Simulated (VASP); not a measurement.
# AlCu (Pm-3m) in VASP: notebook

Aim: see how the results for AlCu move with the level of theory and the settings. Levels: PBEsol, BLYP+D3(BJ). Tasks: relaxation of cell and atoms.

Everything below comes from runs of VASP 6.6.1. Logs are shortened: lines on timing, memory, paths and dates and some standing lists are left out, and cuts for length are marked.

### Step 1. The cell of the first run

The structure is cubic, space group Pm-3m (No. 221). Conventional cell: a = 2.998 Å, b = 2.998 Å, c = 2.998 Å, α = 90.00°, β = 90.00°, γ = 90.00°. Within 3.4 Å of Al (site symmetry m-3m) lie 8 Cu at 2.60 Å and 6 Al at 3.00 Å. Within 3.4 Å of Cu (site symmetry m-3m) lie 8 Al at 2.60 Å and 6 Cu at 3.00 Å.

### Step 2. Relaxation of cell and atoms, PBEsol

File INCAR:

```
ALGO     = Normal         # electronic algorithm
EDIFF    = 1E-7           # SCF threshold, eV
EDIFFG   = -0.01          # ionic threshold
ENCUT    = 600            # plane-wave cutoff, eV
GGA      = PS             # functional
IBRION   = 2              # ionic algorithm
ISIF     = 3              # what is computed and relaxed
ISMEAR   = 0              # smearing method
LASPH    = True           # aspherical terms in the spheres
LCHARG   = False          # write CHGCAR
LREAL    = False          # projectors in reciprocal space
LWAVE    = False          # write WAVECAR
NELM     = 80             # most SCF steps
NSW      = 80             # ionic steps
PREC     = Accurate       # precision mode
SIGMA    = 0.1            # smearing width, eV
```

File KPOINTS:

```
k-points
0
Gamma
  7 7 7
```

File POSCAR:

```
AlCu
1.0
    2.9975090000      0.0000000000      0.0000000000
    0.0000000000      2.9975090000      0.0000000000
    0.0000000000      0.0000000000      2.9975090000
Al Cu
1 1
Direct
    0.0000000000      0.0000000000      0.0000000000
    0.5000000000      0.5000000000      0.5000000000
```

Potentials or basis: VASP PAW PBE potentials, release 64 (Al, Cu).

Launch:

```console
> cat potpaw_PBE.64/Al/POTCAR potpaw_PBE.64/Cu/POTCAR > POTCAR
> mpirun -np 1 vasp_std > vasp.out
```

OUTCAR:

```text
EDIFF = 1E-7
   EDIFFG = -0.01
   ENCUT = 600
   GGA = PS
   IBRION = 2
   ISIF = 3
   ISMEAR = 0
   LASPH = True
   LREAL = False
   NELM = 80
   NSW = 80
   PREC = Accurate

 ion  position               nearest neighbor table
   1  0.000  0.000  0.000-   2 2.60   2 2.60   2 2.60   2 2.60   2 2.60   2 2.60   2 2.60   2 2.60

   2  0.500  0.500  0.500-   1 2.60   1 2.60   1 2.60   1 2.60   1 2.60   1 2.60   1 2.60   1 2.60

  LATTYP: Found a simple cubic cell.
 ALAT       =     2.9975090000

  Lattice vectors:

 A1 = (   2.9975090000,   0.0000000000,   0.0000000000)
 A2 = (   0.0000000000,   2.9975090000,   0.0000000000)
 A3 = (   0.0000000000,   0.0000000000,   2.9975090000)

Analysis of symmetry for initial positions (statically):
=====================================================================
 Subroutine PRICEL returns:
 Original cell was already a primitive cell.

 Routine SETGRP: Setting up the symmetry group for a
 simple cubic supercell.

 Subroutine GETGRP returns: Found 48 space group operations
 (whereof 48 operations were pure point group operations)
 out of a pool of 48 trial point group operations.

The static configuration has the point symmetry O_h .

Analysis of symmetry for dynamics (positions and initial velocities):
=====================================================================
 Subroutine PRICEL returns:
 Original cell was already a primitive cell.

 Routine SETGRP: Setting up the symmetry group for a
 simple cubic supercell.

 Subroutine GETGRP returns: Found 48 space group operations
 (whereof 48 operations were pure point group operations)
 out of a pool of 48 trial point group operations.

The dynamic configuration has the point symmetry O_h .

 Subroutine INISYM returns: Found 48 space group operations
 (whereof 48 operations are pure point group operations),
 and found     1 'primitive' translations

----------------------------------------------------------------------------------------

                                     Primitive cell

  volume of cell :      26.9328

  direct lattice vectors                    reciprocal lattice vectors
     2.997509000  0.000000000  0.000000000     0.333610341  0.000000000  0.000000000
     0.000000000  2.997509000  0.000000000     0.000000000  0.333610341  0.000000000
     0.000000000  0.000000000  2.997509000     0.000000000  0.000000000  0.333610341

  length of vectors
     2.997509000  2.997509000  2.997509000     0.333610341  0.333610341  0.333610341

  position of ions in fractional coordinates (direct lattice)
     0.000000000  0.000000000  0.000000000
     0.500000000  0.500000000  0.500000000

  ion indices of the primitive-cell ions
   primitive index   ion index
                 1           1
                 2           2

----------------------------------------------------------------------------------------

 KPOINTS: k-points

Automatic generation of k-mesh.
 Grid dimensions read from file:
 generate k-points for:    7    7    7

 Generating k-lattice:

  Cartesian coordinates                     Fractional coordinates (reciprocal lattice)
     0.047658620  0.000000000  0.000000000     0.142857143  0.000000000  0.000000000
     0.000000000  0.047658620  0.000000000     0.000000000  0.142857143  0.000000000
     0.000000000  0.000000000  0.047658620     0.000000000  0.000000000  0.142857143

  Length of vectors
     0.047658620  0.047658620  0.047658620

  Shift w.r.t. Gamma in fractional coordinates (k-lattice)
     0.000000000  0.000000000  0.000000000

 Subroutine IBZKPT returns following result:
 ===========================================

 Found     20 irreducible k-points:

 Following reciprocal coordinates:
            Coordinates               Weight
  0.000000  0.000000  0.000000      1.000000
  0.142857  0.000000  0.000000      6.000000
  0.285714  0.000000  0.000000      6.000000
  0.428571  0.000000  0.000000      6.000000
  0.142857  0.142857  0.000000     12.000000
  0.285714  0.142857  0.000000     24.000000
[... 12 lines left out ...]
  0.428571  0.428571  0.285714     24.000000
  0.428571  0.428571  0.428571      8.000000
   k-points           NKPTS =     20   k-points in BZ     NKDIM =     20   number of bands    NBANDS=     11
   number of dos      NEDOS =    301   number of ions     NIONS =      2
   total plane-waves  NPLWV =  13824
   dimension x,y,z NGX =    24 NGY =   24 NGZ =   24
   dimension x,y,z NGXF=    48 NGYF=   48 NGZF=   48
   ions per type =               1   1
   NGX,Y,Z   is equivalent  to a cutoff of  13.31, 13.31, 13.31 a.u.
   NGXF,Y,Z  is equivalent  to a cutoff of  26.62, 26.62, 26.62 a.u.
 SYSTEM =  unknown system
   PREC   = accura    normal or accurate (medium, high low for compatibility)
   ISTART =      0    job   : 0-new  1-cont  2-samecut
   ICHARG =      2    charge: 1-file 2-atom 10-const
   ISPIN  =      1    spin polarized calculation?
   LNONCOLLINEAR =      F non collinear calculations
   LSORBIT =      F    spin-orbit coupling
   LASPH  =      T    aspherical Exc in radial PAW
   ENCUT  =  600.0 eV  44.10 Ry    6.64 a.u.   5.99  5.99  5.99*2*pi/ulx,y,z
   NELM   =     80;   NELMIN=  2; NELMDL= -5     # of ELM steps
   EDIFF  = 0.1E-06   stopping-criterion for ELM
   LREAL  =      F    real-space projection
   EDIFFG = -.1E-01   stopping-criterion for IOM
   NSW    =     80    number of steps for IOM
   IBRION =      2    ionic relax: 0-MD 1-quasi-New 2-CG
   NFREE  =      1    steps in history (QN), initial steepest desc. (CG)
   ISIF   =      3    stress and relaxation
   ISYM   =      2    0-nonsym 1-usesym 2-fastsym
   POTIM  = 0.5000    time-step for ionic-motion
   TEBEG  =    0.0;   TEEND  =   0.0 temperature during run
   PSTRESS=    0.0 pullay stress
   NELECT =      14.0000    total number of electrons
   NUPDOWN=      -1.0000    fix difference up-down
   EMIN   =  10.00;   EMAX   =-10.00  energy-range for DOS
   EFERMI =   0.00;   METHOD = LEGACY
   ISMEAR =     0;   SIGMA  =   0.10  broadening in eV -4-tet -1-fermi 0-gaus
   EFERMI_NEDOS =   21; number of points for ismear=-14 and -15
   IALGO  =     38    algorithm
   IMIX   =      4    mixing-type and parameters
     AMIX     =   0.40;   BMIX     =  1.00
     AMIX_MAG =   1.60;   BMIX_MAG =  1.00
  volume/ion in A,a.u.               =      13.47        90.88
  Fermi-wavevector in a.u.,A,eV,Ry     =   1.316306  2.487459 23.574307  1.732663
  Thomas-Fermi vector in A             =   2.446428
   LORBIT       =      0    0 simple, 1 ext, 2 COOP (PROOUT), +10 PAW based schemes
   GGA     = PS    functional components
   LHFCALC =     F    Hartree Fock is set to
   AEXX    =    0.0000 exact exchange contribution
   IVDW    =     0    specifies the selected vdW correction
   LEPSILON=     F    determine dielectric tensor
   LRPA    =     F    only Hartree local field effects (RPA)
 conjugate gradient relaxation of ions
 non-spin polarized calculation
 Gauss-broadening in eV      SIGMA  =   0.10
  energy-cutoff  :      600.00
  volume of cell :       26.93
 maximum number of plane-waves:       916
 NGX is ok and might be reduce to    24
   NGX = 11   NGY = 11   NGZ = 11

--------------------------------------- Ionic step        1  -------------------------------------------

 number of electron      14.0000020 magnetization

 Free energy of the ion-electron system (eV)
  ---------------------------------------------------
  ext. energy  EPLUGINS =         0.00000000
  ---------------------------------------------------
  free energy    TOTEN  =        -8.73009676 eV

  energy without entropy =       -8.72570809  energy(sigma->0) =       -8.72790242

------------------------ aborting loop because EDIFF is reached ----------------------------------------

  FORCE on cell =-STRESS in cart. coord.  units (eV):
  Direction    XX          YY          ZZ          XY          YZ          ZX
  --------------------------------------------------------------------------------------
  -------------------------------------------------------------------------------------
  Total       -0.6605816     -0.6605816     -0.6605816      0.0000000      0.0000000      0.0000000
  in kB      -39.2966548    -39.2966548    -39.2966548      0.0000000      0.0000000      0.0000000
  external PRESSURE =     -39.2966548 kB  Pullay stress =       0.0000000 kB

 VOLUME and BASIS-vectors are now :
 -----------------------------------------------------------------------------
  energy-cutoff  :      600.00
  volume of cell :       26.93
      direct lattice vectors                 reciprocal lattice vectors
     2.997509000  0.000000000  0.000000000     0.333610341  0.000000000  0.000000000
     0.000000000  2.997509000  0.000000000     0.000000000  0.333610341  0.000000000
     0.000000000  0.000000000  2.997509000     0.000000000  0.000000000  0.333610341
[... 37 lines left out ...]
 POSITION                                       TOTAL-FORCE (eV/Angst)
 -----------------------------------------------------------------------------------
      0.00000      0.00000      0.00000        -0.000000      0.000000      0.000000
      1.47487      1.47487      1.47487         0.000000      0.000000      0.000000
 -----------------------------------------------------------------------------------
    total drift:                                0.000000      0.000000     -0.000000

  FREE ENERGIE OF THE ION-ELECTRON SYSTEM (eV)
  ---------------------------------------------------
  free  energy   TOTEN  =        -8.7395413102 eV

  energy  without entropy=       -8.7350506143  energy(sigma->0) =       -8.73729596

--------------------------------------- Ionic step        3  -------------------------------------------

 number of electron      14.0000019 magnetization

 Free energy of the ion-electron system (eV)
  ---------------------------------------------------
  ext. energy  EPLUGINS =         0.00000000
  ---------------------------------------------------
  free energy    TOTEN  =        -8.74156247 eV

  energy without entropy =       -8.73703271  energy(sigma->0) =       -8.73929759

 E-fermi :   9.5163     XC(G=0): -11.7688

 val. band max:        9.1015046362   @ k =   0.4286   0.4286   0.1429
 cond. band min:       9.5817173913   @ k =   0.4286   0.4286   0.2857
 fundamental gap:      0.4802127551
 Fermi energy:         9.5162650480

 k-point     1 :       0.0000    0.0000    0.0000
  band No.  band energies     occupation
      1      -2.3647      2.00000
      2       4.3442      2.00000
      3       4.3442      2.00000
      4       5.4186      2.00000
      5       5.4186      2.00000
      6       5.4186      2.00000
      7      13.3056      0.00000
      8      13.3056      0.00000
      9      13.3056      0.00000
     10      15.7606      0.00000
     11      15.7606      0.00000

 k-point     2 :       0.1429    0.0000    0.0000
  band No.  band energies     occupation
      1      -2.0123      2.00000
      2       4.3488      2.00000
      3       4.3962      2.00000
      4       5.3244      2.00000
      5       5.3244      2.00000
      6       5.4290      2.00000
      7      10.6011      0.00000
      8      13.7271      0.00000
      9      13.7271      0.00000
     10      15.8770      0.00000
     11      17.7377      0.00000
[... 272 lines left out ...]
 POSITION                                       TOTAL-FORCE (eV/Angst)
 -----------------------------------------------------------------------------------
      0.00000      0.00000      0.00000        -0.000000      0.000000      0.000000
      1.48178      1.48178      1.48178         0.000000      0.000000      0.000000
 -----------------------------------------------------------------------------------
    total drift:                                0.000000      0.000000     -0.000000

  FREE ENERGIE OF THE ION-ELECTRON SYSTEM (eV)
  ---------------------------------------------------
  free  energy   TOTEN  =        -8.7415624694 eV

  energy  without entropy=       -8.7370327051  energy(sigma->0) =       -8.73929759

 reached required accuracy - stopping structural energy minimisation
```

It took 14 s on 1 thread of Intel Xeon Platinum 8259CL at 2.50GHz (Skylake/Cascade Lake), shared host; peak memory 0.14 GiB.

What came out:

```yaml
Free_energy: -8.7416 eV
Relaxed_volume: 13.01 Å³/atom
Relaxed_cell: a = 2.964 Å, b = 2.964 Å, c = 2.964 Å, α = 90.00°, β = 90.00°, γ = 90.00°
Space_group_after_relaxing_to_0.05_Å: Pm-3m (No. 221)
Energy_gained_by_relaxing: 5.7 meV/atom
Ionic_steps: 3
Pressure_after_relaxing: 0.0 GPa
Band_gap_on_the_k_mesh: zero (band 7 reaches 13.31 eV, above the bottom of band 8 at 8.95 eV)
```

Step by step:
```tsv
step	energy change (eV)	largest force (eV/Å)	pressure (GPa)	volume (Å³)
1	0.0000	0.0000	-3.93	26.93
2	-0.0094	0.0000	1.81	25.67
3	-0.0115	0.0000	0.00	26.03
```

Final structure:
```cif
data_structure
_symmetry_space_group_name_H-M 'P 1'
_symmetry_Int_Tables_number 1
_cell_length_a 2.9636
_cell_length_b 2.9636
_cell_length_c 2.9636
_cell_angle_alpha 90.000
_cell_angle_beta 90.000
_cell_angle_gamma 90.000
_cell_volume 26.03
loop_
_atom_site_label
_atom_site_type_symbol
_atom_site_fract_x
_atom_site_fract_y
_atom_site_fract_z
_atom_site_occupancy
Al1 Al 0.00000 0.00000 0.00000 1
Cu1 Cu 0.50000 0.50000 0.50000 1
```

Caveat: the PAW data sets were made with another functional, which shifts forces and pressure a little.

### Step 3. Relaxation of cell and atoms, BLYP+D3(BJ)

File INCAR:

```
PREC     = Accurate       # precision mode
ENCUT    = 600            # plane-wave cutoff, eV
EDIFF    = 1E-6           # SCF threshold, eV
ISMEAR   = 0              # smearing method
SIGMA    = 0.1            # smearing width, eV
LREAL    = False          # projectors in reciprocal space
LASPH    = True           # aspherical terms in the spheres
NELM     = 60             # most SCF steps
ALGO     = Normal         # electronic algorithm
ISIF     = 3              # what is computed and relaxed
LWAVE    = False          # write WAVECAR
LCHARG   = False          # write CHGCAR
GGA      = B5             # functional
ALDAX    = 1.0          
AGGAX    = 1.0          
AGGAC    = 1.0          
ALDAC    = 0.0          
IVDW     = 12             # dispersion correction
VDW_S6   = 1.0          
VDW_S8   = 2.6996       
VDW_A1   = 0.4298       
VDW_A2   = 4.2359       
IBRION   = 2              # ionic algorithm
NSW      = 80             # ionic steps
EDIFFG   = -0.01          # ionic threshold
```

File KPOINTS:

```
regular mesh
0
Gamma
  7 7 7
```

POSCAR is that of step 2.

Potentials or basis: VASP PAW PBE potentials, release 64 (Al, Cu).

Launch:

```console
> cat potpaw_PBE.64/Al/POTCAR potpaw_PBE.64/Cu/POTCAR > POTCAR
> mpirun -np 1 vasp_std > vasp.out
```

Run time: 30 s. Hardware: 1 thread of Intel Xeon Platinum 8259CL at 2.50GHz (Skylake/Cascade Lake), shared host; peak memory 0.15 GiB.

Results (log left out):

```
Free energy                            : -8.0832 eV
Relaxed volume                         : 12.50 Å³/atom
Relaxed cell                           : a = 2.924 Å, b = 2.924 Å, c = 2.924 Å, α = 90.00°, β = 90.00°, γ = 90.00°
Space group after relaxing (to 0.05 Å) : Pm-3m (No. 221)
Energy gained by relaxing              : 26.0 meV/atom
Ionic steps                            : 3
Pressure after relaxing                : 0.0 GPa
Band gap on the k mesh                 : zero (band 7 reaches 14.53 eV, above the bottom of band 8 at 10.07 eV)
Dispersion energy per atom             : -1.132 eV
```

The path:
| step | energy change (eV) | largest force (eV/Å) | pressure (GPa) | volume (Å³) |
| --- | --- | --- | --- | --- |
| 1 | 0.0000 | 0.0000 | -7.79 | 26.93 |
| 2 | -0.0470 | 0.0000 | 3.15 | 24.46 |
| 3 | -0.0519 | 0.0000 | 0.04 | 24.99 |

Final structure:
```
CELL_PARAMETERS angstrom
2.92381 0.00000 0.00000
0.00000 2.92381 0.00000
0.00000 0.00000 2.92381
ATOMIC_POSITIONS crystal
Al 0.00000 0.00000 0.00000
Cu 0.50000 0.50000 0.50000
```

Levels at points of the mesh, in eV from the Fermi level:
| k point | band 4 | band 5 | band 6 | band 7 | band 8 | band 9 | band 10 | band 11 |
| --- | --- | --- | --- | --- | --- | --- | --- | --- |
| (0.00, 0.00, 0.00) | -4.36 | -4.36 | -4.36 | 3.85 | 3.85 | 3.85 | 6.45 | 6.45 |

Caveat: the PAW data sets were made with another functional, which shifts forces and pressure a little; pairwise dispersion overbinds metals, which lowers pressure and volume.
